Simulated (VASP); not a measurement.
# NaF (Pm-3m) in VASP: notebook

NaF is run at these levels: r2SCAN; tasks: single point, relaxation of cell and atoms.

Everything below comes from runs of VASP 6.6.1. Logs are shortened: lines on timing, memory, paths and dates and some standing lists are left out, and cuts for length are marked.

### 1 The cell of the first run

The structure is cubic, space group Pm-3m (No. 221). Conventional cell: a = 2.793 Å, b = 2.793 Å, c = 2.793 Å, α = 90.00°, β = 90.00°, γ = 90.00°. Na (site symmetry m-3m) has 8 F at 2.42 Å and 6 Na at 2.79 Å within 3.2 Å. F (site symmetry m-3m) has 8 Na at 2.42 Å and 6 F at 2.79 Å within 3.2 Å.

### 2 Single point, r2SCAN

Contents of POSCAR:

```
NaF
1.0
    2.7933665414      0.0000000000      0.0000000000
    0.0000000000      2.7933665414      0.0000000000
    0.0000000000      0.0000000000      2.7933665414
Na F
1 1
Direct
    0.0000000000      0.0000000000      0.0000000000
    0.5000000000      0.5000000000      0.5000000000
```

Contents of INCAR.step1:

```
SYSTEM = NaF
  PREC = Accurate
  ENCUT = 660
  ISMEAR = 0
  SIGMA = 0.02
  LREAL = .False.
  LASPH = .True.
  NELM = 120
  NBANDS = 14
  GGA = PE
  ALGO = Normal
  EDIFF = 1E-5
  LWAVE = .True.
  LCHARG = .False.
  GGA_COMPAT = .False.
```

Contents of INCAR.step2:

```
SYSTEM = NaF
  PREC = Accurate
  ENCUT = 660
  EDIFF = 1E-6
  ISMEAR = 0
  SIGMA = 0.02
  LREAL = .False.
  LASPH = .True.
  NELM = 120
  ALGO = Normal
  ISIF = 2
  LWAVE = .False.
  LCHARG = .False.
  METAGGA = R2SCAN
  LMIXTAU = .True.
  NBANDS = 14
  ISTART = 1
  GGA_COMPAT = .False.
```

Contents of KPOINTS:

```
Automatic mesh
0
Gamma
  8 8 8
  0 0 0
```

Potentials or basis: VASP PAW PBE potentials, release 64 (Na_pv, F).

Launch:

```
cat potpaw_PBE.64/Na_pv/POTCAR potpaw_PBE.64/F/POTCAR > POTCAR
cp INCAR.step1 INCAR
mpirun -np 1 vasp_std > vasp.out
cp INCAR.step2 INCAR
mpirun -np 1 vasp_std > vasp.out
```

OUTCAR:

```text
SYSTEM = NaF
   PREC = Accurate
   ENCUT = 660
   EDIFF = 1E-6
   ISMEAR = 0
   LREAL = .False.
   LASPH = .True.
   NELM = 120
   ISIF = 2
   METAGGA = R2SCAN
   ISTART = 1

 ion  position               nearest neighbor table
   1  0.000  0.000  0.000-
   2  0.500  0.500  0.500-

  LATTYP: Found a simple cubic cell.
 ALAT       =     2.7933665414

  Lattice vectors:

 A1 = (   2.7933665414,   0.0000000000,   0.0000000000)
 A2 = (   0.0000000000,   2.7933665414,   0.0000000000)
 A3 = (   0.0000000000,   0.0000000000,   2.7933665414)

Analysis of symmetry for initial positions (statically):
=====================================================================
 Subroutine PRICEL returns:
 Original cell was already a primitive cell.

 Routine SETGRP: Setting up the symmetry group for a
 simple cubic supercell.

 Subroutine GETGRP returns: Found 48 space group operations
 (whereof 48 operations were pure point group operations)
 out of a pool of 48 trial point group operations.

The static configuration has the point symmetry O_h .

Analysis of symmetry for dynamics (positions and initial velocities):
=====================================================================
 Subroutine PRICEL returns:
 Original cell was already a primitive cell.

 Routine SETGRP: Setting up the symmetry group for a
 simple cubic supercell.

 Subroutine GETGRP returns: Found 48 space group operations
 (whereof 48 operations were pure point group operations)
 out of a pool of 48 trial point group operations.

The dynamic configuration has the point symmetry O_h .

 Subroutine INISYM returns: Found 48 space group operations
 (whereof 48 operations are pure point group operations),
 and found     1 'primitive' translations

----------------------------------------------------------------------------------------

                                     Primitive cell

  volume of cell :      21.7964

  direct lattice vectors                    reciprocal lattice vectors
     2.793366541  0.000000000  0.000000000     0.357990971  0.000000000  0.000000000
     0.000000000  2.793366541  0.000000000     0.000000000  0.357990971  0.000000000
     0.000000000  0.000000000  2.793366541     0.000000000  0.000000000  0.357990971

  length of vectors
     2.793366541  2.793366541  2.793366541     0.357990971  0.357990971  0.357990971

  position of ions in fractional coordinates (direct lattice)
     0.000000000  0.000000000  0.000000000
     0.500000000  0.500000000  0.500000000

  ion indices of the primitive-cell ions
   primitive index   ion index
                 1           1
                 2           2

----------------------------------------------------------------------------------------

 KPOINTS: Automatic mesh

Automatic generation of k-mesh.
 Grid dimensions read from file:
 generate k-points for:    8    8    8

 Generating k-lattice:

  Cartesian coordinates                     Fractional coordinates (reciprocal lattice)
     0.044748871  0.000000000  0.000000000     0.125000000  0.000000000  0.000000000
     0.000000000  0.044748871  0.000000000     0.000000000  0.125000000  0.000000000
     0.000000000  0.000000000  0.044748871     0.000000000  0.000000000  0.125000000

  Length of vectors
     0.044748871  0.044748871  0.044748871

  Shift w.r.t. Gamma in fractional coordinates (k-lattice)
     0.000000000  0.000000000  0.000000000

 Subroutine IBZKPT returns following result:
 ===========================================

 Found     35 irreducible k-points:

 Following reciprocal coordinates:
            Coordinates               Weight
  0.000000  0.000000  0.000000      1.000000
  0.125000  0.000000  0.000000      6.000000
  0.250000  0.000000  0.000000      6.000000
  0.375000  0.000000  0.000000      6.000000
  0.500000  0.000000  0.000000      3.000000
  0.125000  0.125000  0.000000     12.000000
[... 16 lines left out ...]
  0.375000  0.375000  0.125000     24.000000
  0.500000  0.375000  0.125000     24.000000
 [... further k-points ...]
   k-points           NKPTS =     35   k-points in BZ     NKDIM =     35   number of bands    NBANDS=     14
   number of dos      NEDOS =    301   number of ions     NIONS =      2
   total plane-waves  NPLWV =  13824
   dimension x,y,z NGX =    24 NGY =   24 NGZ =   24
   dimension x,y,z NGXF=    48 NGYF=   48 NGZF=   48
   ions per type =               1   1
   NGX,Y,Z   is equivalent  to a cutoff of  14.28, 14.28, 14.28 a.u.
   NGXF,Y,Z  is equivalent  to a cutoff of  28.57, 28.57, 28.57 a.u.
 SYSTEM =  NaF
   PREC   = accura    normal or accurate (medium, high low for compatibility)
   ISTART =      1    job   : 0-new  1-cont  2-samecut
   ICHARG =      0    charge: 1-file 2-atom 10-const
   ISPIN  =      1    spin polarized calculation?
   LNONCOLLINEAR =      F non collinear calculations
   LSORBIT =      F    spin-orbit coupling
   LASPH  =      T    aspherical Exc in radial PAW
   ENCUT  =  660.0 eV  48.51 Ry    6.96 a.u.   5.85  5.85  5.85*2*pi/ulx,y,z
   NELM   =    120;   NELMIN=  2; NELMDL=  0     # of ELM steps
   EDIFF  = 0.1E-05   stopping-criterion for ELM
   LREAL  =      F    real-space projection
   EDIFFG = 0.1E-04   stopping-criterion for IOM
   NSW    =      0    number of steps for IOM
   IBRION =     -1    ionic relax: 0-MD 1-quasi-New 2-CG
   NFREE  =      0    steps in history (QN), initial steepest desc. (CG)
   ISIF   =      2    stress and relaxation
   ISYM   =      2    0-nonsym 1-usesym 2-fastsym
   POTIM  = 0.5000    time-step for ionic-motion
   TEBEG  =    0.0;   TEEND  =   0.0 temperature during run
   PSTRESS=    0.0 pullay stress
   NELECT =      14.0000    total number of electrons
   NUPDOWN=      -1.0000    fix difference up-down
   EMIN   =  10.00;   EMAX   =-10.00  energy-range for DOS
   EFERMI =   0.00;   METHOD = LEGACY
   ISMEAR =     0;   SIGMA  =   0.02  broadening in eV -4-tet -1-fermi 0-gaus
   EFERMI_NEDOS =   21; number of points for ismear=-14 and -15
   IALGO  =     38    algorithm
   IMIX   =      4    mixing-type and parameters
     AMIX     =   0.40;   BMIX     =  1.00
     AMIX_MAG =   1.60;   BMIX_MAG =  1.00
  volume/ion in A,a.u.               =      10.90        73.54
  Fermi-wavevector in a.u.,A,eV,Ry     =   1.412504  2.669245 27.145890  1.995167
  Thomas-Fermi vector in A             =   2.534246
   LORBIT       =      0    0 simple, 1 ext, 2 COOP (PROOUT), +10 PAW based schemes
   METAGGA = R2SCAN    functional components
   LHFCALC =     F    Hartree Fock is set to
   AEXX    =    0.0000 exact exchange contribution
   IVDW    =     0    specifies the selected vdW correction
   LEPSILON=     F    determine dielectric tensor
   LRPA    =     F    only Hartree local field effects (RPA)
 non-spin polarized calculation
 Gauss-broadening in eV      SIGMA  =   0.02
  energy-cutoff  :      660.00
  volume of cell :       21.80
 maximum number of plane-waves:       860
 NGX is ok and might be reduce to    24
   NGX = 11   NGY = 11   NGZ = 11

 number of electron      14.0000006 magnetization

 Free energy of the ion-electron system (eV)
  ---------------------------------------------------
  ext. energy  EPLUGINS =         0.00000000
  ---------------------------------------------------
  free energy    TOTEN  =       -12.32042268 eV

  energy without entropy =      -12.32042268  energy(sigma->0) =      -12.32042268

 E-fermi :  -0.9955     XC(G=0): -10.5905

 val. band max:       -1.2431855880   @ k =   0.5000   0.5000   0.0000
 cond. band min:       5.8785880231   @ k =   0.0000   0.0000   0.0000
 fundamental gap:      7.1217736111
 Fermi energy:        -0.9954583299

 k-point     1 :       0.0000    0.0000    0.0000
  band No.  band energies     occupation
      1     -22.2620      2.00000
      2     -21.8783      2.00000
      3     -21.8783      2.00000
      4     -21.8783      2.00000
      5      -1.5826      2.00000
      6      -1.5826      2.00000
      7      -1.5826      2.00000
      8       5.8786      0.00000
      9      15.2400      0.00000
     10      15.2400      0.00000
     11      24.4067      0.00000
     12      24.4067      0.00000
     13      24.4067      0.00000
     14      31.0698      0.00000

 k-point     2 :       0.1250    0.0000    0.0000
  band No.  band energies     occupation
      1     -22.4068      2.00000
      2     -21.8739      2.00000
      3     -21.8739      2.00000
      4     -21.7223      2.00000
      5      -1.9910      2.00000
      6      -1.5648      2.00000
      7      -1.5648      2.00000
      8       6.3969      0.00000
      9      15.0918      0.00000
     10      15.5389      0.00000
     11      24.3289      0.00000
     12      24.3289      0.00000
     13      24.7479      0.00000
     14      29.6094      0.00000

 k-point     3 :       0.2500    0.0000    0.0000
  band No.  band energies     occupation
      1     -22.6194      2.00000
      2     -21.8636      2.00000
      3     -21.8636      2.00000
      4     -21.4801      2.00000
      5      -2.8475      2.00000
      6      -1.5220      2.00000
      7      -1.5220      2.00000
      8       7.6704      0.00000
      9      14.3975      0.00000
     10      16.4297      0.00000
     11      24.1317      0.00000
     12      24.1317      0.00000
     13      26.1413      0.00000
     14      26.3448      0.00000
[... 324 lines left out ...]
 k-point    23 :       0.3750    0.3750    0.1250
  band No.  band energies     occupation
      1     -22.3256      2.00000
      2     -22.0686      2.00000
      3     -21.8699      2.00000
      4     -21.5066      2.00000
      5      -3.0503      2.00000
      6      -2.9082      2.00000
      7      -1.5833      2.00000
      8      11.6007      0.00000
      9      14.2362      0.00000
     10      15.1733      0.00000
     11      18.2595      0.00000
     12      21.8498      0.00000
     13      22.7222      0.00000
     14      29.0039      0.00000

 k-point    24 :       0.5000    0.3750    0.1250
  band No.  band energies     occupation
      1     -22.2626      2.00000
      2     -22.0653      2.00000
      3     -21.8642      2.00000
      4     -21.5766      2.00000
      5      -3.2085      2.00000
      6      -2.8873      2.00000
      7      -1.5505      2.00000
      8      12.0881      0.00000
      9      13.8650      0.00000
     10      15.4441      0.00000
     11      17.3476      0.00000
     12      22.2391      0.00000
     13      22.3259      0.00000
     14      29.5133      0.00000

 [... further k-points ...]

------------------------ aborting loop because EDIFF is reached ----------------------------------------

  FORCE on cell =-STRESS in cart. coord.  units (eV):
  Direction    XX          YY          ZZ          XY          YZ          ZX
  --------------------------------------------------------------------------------------
  -------------------------------------------------------------------------------------
  Total       -0.1472767     -0.1472767     -0.1472767     -0.0000000     -0.0000000      0.0000000
  in kB      -10.8258184    -10.8258184    -10.8258184     -0.0000000     -0.0000000      0.0000000
  external PRESSURE =     -10.8258184 kB  Pullay stress =       0.0000000 kB

 VOLUME and BASIS-vectors are now :
 -----------------------------------------------------------------------------
  energy-cutoff  :      660.00
  volume of cell :       21.80
      direct lattice vectors                 reciprocal lattice vectors
     2.793366541  0.000000000  0.000000000     0.357990971  0.000000000  0.000000000
     0.000000000  2.793366541  0.000000000     0.000000000  0.357990971  0.000000000
     0.000000000  0.000000000  2.793366541     0.000000000  0.000000000  0.357990971

 POSITION                                       TOTAL-FORCE (eV/Angst)
 -----------------------------------------------------------------------------------
      0.00000      0.00000      0.00000         0.000000      0.000000      0.000000
      1.39668      1.39668      1.39668         0.000000      0.000000      0.000000
 -----------------------------------------------------------------------------------
    total drift:                                0.000000      0.000000     -0.000000

  FREE ENERGIE OF THE ION-ELECTRON SYSTEM (eV)
  ---------------------------------------------------
  free  energy   TOTEN  =       -12.3204226760 eV

  energy  without entropy=      -12.3204226760  energy(sigma->0) =      -12.32042268
```

Run time: 41 s. Hardware: 1 thread of Intel Xeon 8259CL, shared host; peak memory 0.14 GiB.

What came out:

- Free energy: -12.3204 eV
- Pressure: -1.1 GPa
- Band gap on the k mesh: 7.12 eV (least direct gap 7.46 eV)

Levels at points of the mesh, in eV from the valence-band top:
| k point | band 4 | band 5 | band 6 | band 7 | band 8 | band 9 | band 10 | band 11 |
| --- | --- | --- | --- | --- | --- | --- | --- | --- |
| (0.00, 0.00, 0.00) | -20.64 | -0.34 | -0.34 | -0.34 | 7.12 | 16.48 | 16.48 | 25.65 |
| (0.50, 0.00, 0.00) | -19.97 | -2.62 | -0.22 | -0.22 | 11.91 | 12.99 | 20.49 | 22.36 |
| (0.50, 0.50, 0.00) | -20.50 | -1.89 | -1.89 | 0.00 | 13.02 | 16.49 | 16.49 | 16.57 |
| (0.50, 0.50, 0.50) | -20.26 | -1.69 | -1.69 | -1.69 | 15.52 | 15.52 | 15.52 | 20.55 |

Caveat: the PAW data sets were made with another functional, which shifts forces and pressure a little. A k mesh can miss the band edges.

[end of part 1 of 2]
